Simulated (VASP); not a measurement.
# Sb (R-3m) in VASP: further runs

Sb is run at these levels: LDA, HSE06; tasks: single point.

All numbers are computed with VASP 6.6.1; they aren't measurements. Logs are shortened: lines on timing, memory, paths and dates and some standing lists are left out, and cuts for length are marked.

## 1. The cell of the first run

Symmetry: R-3m, No. 166, trigonal system. The conventional cell has a = 4.329 Å, b = 4.329 Å, c = 11.482 Å, α = 90.00°, β = 90.00°, γ = 120.00°. Sb (site symmetry 3m) has 6 Sb at 2.91 to 3.42 Å within 3.8 Å.

## 2. Single point, LDA

INCAR reads:

```
PREC = Accurate
ENCUT = 500
EDIFF = 1E-6
ISMEAR = -1
SIGMA = 0.02
LREAL = False
LASPH = True
NELM = 120
ALGO = Normal
ISIF = 2
LWAVE = False
LCHARG = False
GGA = CA
NBANDS = 22
GGA_COMPAT = False
```

KPOINTS reads:

```
Automatic mesh
0
Gamma
  8 8 8
```

POSCAR reads:

```
Sb
1.0
    2.1647005704      1.2497904571      3.8274116321
   -2.1647005704      1.2497904571      3.8274116321
    0.0000000000     -2.4995809141      3.8274116321
Sb
2
Direct
    0.2315156446      0.2315156446      0.2315156446
    0.7684843554      0.7684843554      0.7684843554
```

Potentials or basis: VASP PAW LDA potentials, release 64 (Sb_d_GW).

Started as:

```console
> cat potpaw_LDA.64/Sb_d_GW/POTCAR > POTCAR
> mpirun -np 1 vasp_std > vasp.out
```

OUTCAR:

```text
PREC = Accurate
   ENCUT = 500
   EDIFF = 1E-6
   ISMEAR = -1
   LREAL = False
   LASPH = True
   NELM = 120
   ISIF = 2
   GGA = CA

 ion  position               nearest neighbor table
   1  0.232  0.232  0.232-   2 2.91   2 2.91   2 2.91   2 3.42   2 3.42   2 3.42
   2  0.768  0.768  0.768-   1 2.91   1 2.91   1 2.91   1 3.42   1 3.42   1 3.42

  LATTYP: Found a trigonal (rhomboedric) cell.
 ALAT       =     4.5713219694
 COS(alpha) =     0.5515210772

  Lattice vectors:

 A1 = (   2.1647005704,   1.2497904571,   3.8274116321)
 A2 = (  -2.1647005704,   1.2497904571,   3.8274116321)
 A3 = (   0.0000000000,  -2.4995809141,   3.8274116321)

Analysis of symmetry for initial positions (statically):
=====================================================================
 Subroutine PRICEL returns:
 Original cell was already a primitive cell.

 Routine SETGRP: Setting up the symmetry group for a
 trigonal (rhombohedral) supercell.

 Subroutine GETGRP returns: Found 12 space group operations
 (whereof 12 operations were pure point group operations)
 out of a pool of 12 trial point group operations.

The static configuration has the point symmetry D_3d.

Analysis of symmetry for dynamics (positions and initial velocities):
=====================================================================
 Subroutine PRICEL returns:
 Original cell was already a primitive cell.

 Routine SETGRP: Setting up the symmetry group for a
 trigonal (rhombohedral) supercell.

 Subroutine GETGRP returns: Found 12 space group operations
 (whereof 12 operations were pure point group operations)
 out of a pool of 12 trial point group operations.

The dynamic configuration has the point symmetry D_3d.

 Subroutine INISYM returns: Found 12 space group operations
 (whereof 12 operations are pure point group operations),
 and found     1 'primitive' translations

----------------------------------------------------------------------------------------

                                     Primitive cell

  volume of cell :      62.1286

  direct lattice vectors                    reciprocal lattice vectors
     2.164700570  1.249790457  3.827411632     0.230978828  0.133355688  0.087091059
    -2.164700570  1.249790457  3.827411632    -0.230978828  0.133355688  0.087091059
[... 74 lines left out ...]
   NGXF,Y,Z  is equivalent  to a cutoff of  26.18, 26.18, 26.18 a.u.
 SYSTEM =  unknown system
   PREC   = accura    normal or accurate (medium, high low for compatibility)
   ISTART =      0    job   : 0-new  1-cont  2-samecut
   ICHARG =      2    charge: 1-file 2-atom 10-const
   ISPIN  =      1    spin polarized calculation?
   LNONCOLLINEAR =      F non collinear calculations
   LSORBIT =      F    spin-orbit coupling
   LASPH  =      T    aspherical Exc in radial PAW
   ENCUT  =  500.0 eV  36.75 Ry    6.06 a.u.   8.33  8.33  8.33*2*pi/ulx,y,z
   NELM   =    120;   NELMIN=  2; NELMDL= -5     # of ELM steps
   EDIFF  = 0.1E-05   stopping-criterion for ELM
   LREAL  =      F    real-space projection
   EDIFFG = 0.1E-04   stopping-criterion for IOM
   NSW    =      0    number of steps for IOM
   IBRION =     -1    ionic relax: 0-MD 1-quasi-New 2-CG
   NFREE  =      0    steps in history (QN), initial steepest desc. (CG)
   ISIF   =      2    stress and relaxation
   ISYM   =      2    0-nonsym 1-usesym 2-fastsym
   POTIM  = 0.5000    time-step for ionic-motion
   TEBEG  =    0.0;   TEEND  =   0.0 temperature during run
   PSTRESS=    0.0 pullay stress
   NELECT =      30.0000    total number of electrons
   NUPDOWN=      -1.0000    fix difference up-down
   EMIN   =  10.00;   EMAX   =-10.00  energy-range for DOS
   EFERMI =   0.00;   METHOD = LEGACY
   ISMEAR =    -1;   SIGMA  =   0.02  broadening in eV -4-tet -1-fermi 0-gaus
   EFERMI_NEDOS =   21; number of points for ismear=-14 and -15
   IALGO  =     38    algorithm
   IMIX   =      4    mixing-type and parameters
     AMIX     =   0.40;   BMIX     =  1.00
     AMIX_MAG =   1.60;   BMIX_MAG =  1.00
  volume/ion in A,a.u.               =      31.06       209.63
  Fermi-wavevector in a.u.,A,eV,Ry     =   1.284354  2.427077 22.443699  1.649565
  Thomas-Fermi vector in A             =   2.416553
   LORBIT       =      0    0 simple, 1 ext, 2 COOP (PROOUT), +10 PAW based schemes
   GGA     = CA    functional components
   LHFCALC =     F    Hartree Fock is set to
   AEXX    =    0.0000 exact exchange contribution
   IVDW    =     0    specifies the selected vdW correction
   LEPSILON=     F    determine dielectric tensor
   LRPA    =     F    only Hartree local field effects (RPA)
 non-spin polarized calculation
  energy-cutoff  :      500.00
  volume of cell :       62.13
 maximum number of plane-waves:      1592
 NGX is ok and might be reduce to    36
   NGX = 17   NGY = 17   NGZ = 17

 number of electron      30.0000012 magnetization

 Free energy of the ion-electron system (eV)
  ---------------------------------------------------
  ext. energy  EPLUGINS =         0.00000000
  ---------------------------------------------------
  free energy    TOTEN  =        -9.62138012 eV

  energy without entropy =       -9.62080940  energy(sigma->0) =       -9.62109476

 E-fermi :   4.9258     XC(G=0): -10.0157

 val. band max:        4.9217569212   @ k =   0.3750   0.1250   0.1250
 cond. band min:       4.9845830354   @ k =   0.3750   0.1250   0.1250
 fundamental gap:      0.0628261142
 Fermi energy:         4.9258463255

 k-point     1 :       0.0000    0.0000    0.0000
  band No.  band energies     occupation
      1     -24.4537      2.00000
      2     -24.4537      2.00000
      3     -24.3669      2.00000
      4     -24.3669      2.00000
      5     -24.3394      2.00000
      6     -24.2560      2.00000
[... 589 lines left out ...]
     21      12.0324      0.00000
     22      13.9074      0.00000

 [... further k-points ...]
[... 5 lines left out ...]
  --------------------------------------------------------------------------------------
  -------------------------------------------------------------------------------------
  Total       -0.6764643     -0.6764643     -0.8510904      0.0000000     -0.0000000      0.0000000
  in kB      -17.4447211    -17.4447211    -21.9479931      0.0000000     -0.0000000      0.0000000
  external PRESSURE =     -18.9458117 kB  Pullay stress =       0.0000000 kB

 VOLUME and BASIS-vectors are now :
 -----------------------------------------------------------------------------
  energy-cutoff  :      500.00
  volume of cell :       62.13
      direct lattice vectors                 reciprocal lattice vectors
     2.164700570  1.249790457  3.827411632     0.230978828  0.133355688  0.087091059
    -2.164700570  1.249790457  3.827411632    -0.230978828  0.133355688  0.087091059
     0.000000000 -2.499580914  3.827411632     0.000000000 -0.266711377  0.087091059

 POSITION                                       TOTAL-FORCE (eV/Angst)
 -----------------------------------------------------------------------------------
      0.00000      0.00000      2.65832         0.000000      0.000000      0.075146
      0.00000      0.00000      8.82392         0.000000     -0.000000     -0.075146
 -----------------------------------------------------------------------------------
    total drift:                                0.000000     -0.000000      0.000000

  FREE ENERGIE OF THE ION-ELECTRON SYSTEM (eV)
  ---------------------------------------------------
  free  energy   TOTEN  =        -9.6213801162 eV

  energy  without entropy=       -9.6208093970  energy(sigma->0) =       -9.62109476
```

OSZICAR:

```text
N       E                     dE             d eps       ncg     rms          rms(c)
DAV:   1     0.226635723124E+03    0.22664E+03   -0.94088E+03  4068   0.135E+04
DAV:   2     0.224639300829E+02   -0.20417E+03   -0.19591E+03  5576   0.153E+03
DAV:   3    -0.811846934195E+01   -0.30582E+02   -0.30414E+02  5624   0.241E+02
DAV:   4    -0.958822557283E+01   -0.14698E+01   -0.14691E+01  5080   0.374E+01
DAV:   5    -0.964386353693E+01   -0.55638E-01   -0.55630E-01  4348   0.837E+00    0.365E+00
DAV:   6    -0.963051959546E+01    0.13344E-01   -0.56464E-02  5672   0.630E+00    0.228E+00
DAV:   7    -0.962139798566E+01    0.91216E-02   -0.11527E-02  5396   0.503E+00    0.926E-02
DAV:   8    -0.962136859028E+01    0.29395E-04   -0.96127E-04  5174   0.143E+00    0.538E-02
DAV:   9    -0.962137878754E+01   -0.10197E-04   -0.36626E-05  4748   0.384E-01    0.138E-02
DAV:  10    -0.962137987976E+01   -0.10922E-05   -0.15493E-06  2514   0.904E-02    0.198E-03
DAV:  11    -0.962138011623E+01   -0.23647E-06   -0.16006E-06  2788   0.442E-02
   1 F= -.96213801E+01 E0= -.96210948E+01  d E =-.570719E-03
```

Run time: 94 s. Hardware: 1 thread of Intel Xeon 6975P-C (Granite Rapids), shared host; peak memory 0.22 GiB.

What came out:

```
Free energy            : -9.6214 eV
Pressure               : -1.9 GPa
Largest force          : 0.075 eV/Å
Band gap on the k mesh : zero (bands 15 and 16 overlap by 0.31 eV)
```

Forces in eV/Å, atoms in the order of the input:
```
Sb   0.000  0.000  0.075
Sb   0.000  0.000 -0.075
```

Stress tensor (GPa, compression positive):
```
-1.74  0.00  0.00
 0.00 -1.74  0.00
 0.00  0.00 -2.19
```

Caveat: spin-orbit coupling is left out, which moves the levels of the heavy elements.

## 3. Single point, HSE06, non-collinear spin, zero start, spin-orbit coupling

POSCAR is that of step 2.

INCAR.step1 reads:

```
  ALGO = Normal
  EDIFF = 1E-5
  ENCUT = 520
  GGA = PE
  GGA_COMPAT = False
  ISIF = 2
  ISMEAR = -1
  LASPH = True
  LCHARG = False
  LORBIT = 11
  LORBMOM = True
  LREAL = False
  LSORBIT = True
  LWAVE = True
  MAGMOM = 0 0 0 0 0 0
  NBANDS = 22
  NELM = 150
  PREC = Accurate
  SIGMA = 0.02
```

INCAR.step2 reads:

```
  ALGO = Normal
  EDIFF = 1E-6
  ENCUT = 520
  GGA = PE
  GGA_COMPAT = False
  HFSCREEN = 0.2079
  ISIF = 2
  ISMEAR = -1
  ISTART = 1
  LASPH = True
  LCHARG = False
  LHFCALC = True
  LORBIT = 11
  LORBMOM = True
  LREAL = False
  LSORBIT = True
  LWAVE = False
  MAGMOM = 0 0 0 0 0 0
  NBANDS = 22
  NELM = 150
  PREC = Accurate
  PRECFOCK = Normal
  SIGMA = 0.02
```

KPOINTS reads:

```
k-points
0
Gamma
  4 4 4
```

Potentials or basis: VASP PAW PBE potentials, release 64 (Sb).

Started as:

```console
> cat potpaw_PBE.64/Sb/POTCAR > POTCAR
> cp INCAR.step1 INCAR
> mpirun -np 1 vasp_ncl > vasp.out
> cp INCAR.step2 INCAR
> mpirun -np 1 vasp_ncl > vasp.out
```

It took 60 min on 1 thread of Oxide Virtual Turin-like, shared host; peak memory 0.47 GiB.

The run converged. Its results:

| Property | Result |
| --- | --- |
| Free energy | -10.3254 eV |
| Pressure | -1.0 GPa |
| Largest force | 0.309 eV/Å |
| Net moment | 0.00 μB per cell |
| Valence electrons inside the program's atomic spheres | Sb 2.56 |

Forces on the atoms (eV/Å):
```
Sb   0.000  0.000 -0.309
Sb   0.000  0.000  0.309
```

Stress tensor (GPa, compression positive):
```
-0.79  0.00  0.00
 0.00 -0.79  0.00
 0.00  0.00 -1.32
```

Moments on the atoms (μB; x, y, z):
```
Sb  0.00 0.00 0.00
Sb  0.00 0.00 0.00
```

Caveat: the k points lie up to 0.44 Å⁻¹ apart; the PAW data sets were made with another functional, which shifts forces and pressure a little.

The gap in the log of VASP goes by the Fermi energy; the results here count the filled bands.